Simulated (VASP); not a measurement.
A run of VASP 6.6.1 is set up as follows.

The input INCAR:

```
SYSTEM = In
ALGO = Fast
EDIFF = 1E-7
ENCUT = 520
GGA = PE
ISIF = 2
ISMEAR = 0
LASPH = .True.
LCHARG = .True.
LELF = .True.
LREAL = .False.
LVHAR = .True.
LWAVE = .False.
NBANDS = 12
NELM = 80
PREC = Accurate
SIGMA = 0.15
```

KPOINTS

```
k-points
0
Gamma
  20 20 20
  0 0 0
```

The input POSCAR:

```
In
1.0
   -1.5920560072      1.5920560072      2.3863327492
    1.5920560072     -1.5920560072      2.3863327492
    1.5920560072      1.5920560072     -2.3863327492
In
1
Direct
    0.0000000000      0.0000000000      0.0000000000
```

Potentials or basis: VASP PAW PBE potentials, release 64 (In_d).

Launch:

```bash
$ cat potpaw_PBE.64/In_d/POTCAR > POTCAR
$ mpirun -np 1 vasp_std > vasp.out
```

What does it give for the band gap on the k mesh?

Zero (an odd number of electrons rules out a gap without spin polarisation).

Estimate the pressure.

6.3 GPa.

Stress tensor (GPa, compression positive):
```
6.36 0.00 0.00
0.00 6.36 0.00
0.00 0.00 6.18
```

Caveat: the cell stands under pressure; spin-orbit coupling is left out, which moves the levels of the heavy elements.
